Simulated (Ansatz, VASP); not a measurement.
## BaHfH6 in VASP and in Ansatz

The input INCAR:

```
SYSTEM = BaHfH6
PREC = Accurate
ENCUT = 600
EDIFF = 1E-6
ISMEAR = 0
SIGMA = 0.02
LREAL = .False.
LASPH = .True.
NELM = 100
ALGO = Normal
ISIF = 3
LWAVE = .False.
LCHARG = .False.
GGA = PE
IBRION = 2
NSW = 100
EDIFFG = -0.01
```

KPOINTS

```
regular mesh
0
Gamma
  6 6 6
  0 0 0
```

File POSCAR:

```
BaHfH6
1.0
    3.6249620334      2.0928728058      2.4597418056
   -3.6249620334      2.0928728058      2.4597418056
    0.0000000000     -4.1857456116      2.4597418056
Ba Hf H
1 1 6
Direct
    0.5000000000      0.5000000000      0.5000000000
    0.0000000000      0.0000000000      0.0000000000
    0.7084530477      0.0611519405      0.7084530477
    0.0611519405      0.7084530477      0.7084530477
    0.2915469523      0.2915469523      0.9388480595
    0.9388480595      0.2915469523      0.2915469523
    0.2915469523      0.9388480595      0.2915469523
    0.7084530477      0.7084530477      0.0611519405
```

Input for Ansatz:

```yaml
crystal:
  lattice:
    - [3.6249620334, 2.0928728058, 2.4597418056]
    - [-3.6249620334, 2.0928728058, 2.4597418056]
    - [0.0, -4.1857456116, 2.4597418056]
  atoms:
    - { symbol: Ba, position: [0.5, 0.5, 0.5] }
    - { symbol: Hf, position: [0.0, 0.0, 0.0] }
    - { symbol: H, position: [0.7084530477, 0.0611519405, 0.7084530477] }
    - { symbol: H, position: [0.0611519405, 0.7084530477, 0.7084530477] }
    - { symbol: H, position: [0.2915469523, 0.2915469523, 0.9388480595] }
    - { symbol: H, position: [0.9388480595, 0.2915469523, 0.2915469523] }
    - { symbol: H, position: [0.2915469523, 0.9388480595, 0.2915469523] }
    - { symbol: H, position: [0.7084530477, 0.7084530477, 0.0611519405] }
basis:
  ecutwfc: 420
kpoints:
  mp_grid: { grid: [6, 6, 6] }
hamiltonian:
  xc: pbe
scf:
  occupations: { method: gaussian, width: 0.02 }
output:
  forces: true
  stress: true
  eigenvalues: true
relax:
  adjacent_minimum: "off"
  f_tol: 0.01
  max_steps: 80
  cell: { stress_tol: 0.05 }
```

Change from the starting cell: species swapped into the KAsF6 type (R-3m, No. 166).

Alike in both runs: task relaxation of cell and atoms; functional PBE; k mesh 6 × 6 × 6; occupations gaussian, width 0.02 eV; no spin polarisation.

|  | VASP | Ansatz |
| --- | --- | --- |
| version | VASP 6.6.1 | Ansatz 0.2.0 |
| potentials or method | VASP PAW PBE potentials, release 64 (Ba_sv, Hf_pv, H), cutoff 600 eV | scalar-relativistic, plane waves, PAW |
| valence electrons in the cell | 26 | 42 |

Ansatz gave:

| Quantity | Value |
| --- | --- |
| gap on the k mesh at the Fermi level, each at its own relaxed structure (eV) | 1.15 |
| relaxed volume (Å³/atom) | 14.01 |
| relaxed length of the cell vector where the two differ most in proportion (Å) | 4.857 |

**Question.** Which values does VASP return?

**Answer.** gap on the k mesh at the Fermi level, each at its own relaxed structure (eV): 1.14; relaxed volume (Å³/atom): 14.16; relaxed length of the cell vector where the two differ most in proportion (Å): 4.874.

VASP's potentials hold 26 valence electrons a cell and Ansatz's 42, so a difference there can come from the potentials and not from the codes.

Neither program's run includes spin-orbit coupling.
